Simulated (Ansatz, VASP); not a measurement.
# One calculation of La, two programs

```
La
1.0
     0.00000    3.07317    3.07317
     3.07317    0.00000    3.07317
     3.07317    3.07317    0.00000
La
2
Direct
  0.87500 0.87500 0.87500
  0.12500 0.12500 0.12500
```

Change from the starting cell: volume scaled by 0.78, LAPW.

Alike in both runs: task single point; functional PBE; k mesh 9 × 9 × 9; occupations fermi-dirac, width 0.05 eV; no spin polarisation.

|  | VASP | Ansatz |
| --- | --- | --- |
| version | VASP 6.6.1 | Ansatz 0.2.0 |
| potentials or method | VASP PAW PBE potentials, release 64 (La), cutoff 520 eV | all-electron LAPW, scalar-relativistic |

```csv
,VASP,Ansatz,Ansatz less VASP
pressure (GPa),21.7,22.0,+0.25
```

Ansatz ran all-electron here, and VASP with PAW potentials.

Neither program's run includes spin-orbit coupling.
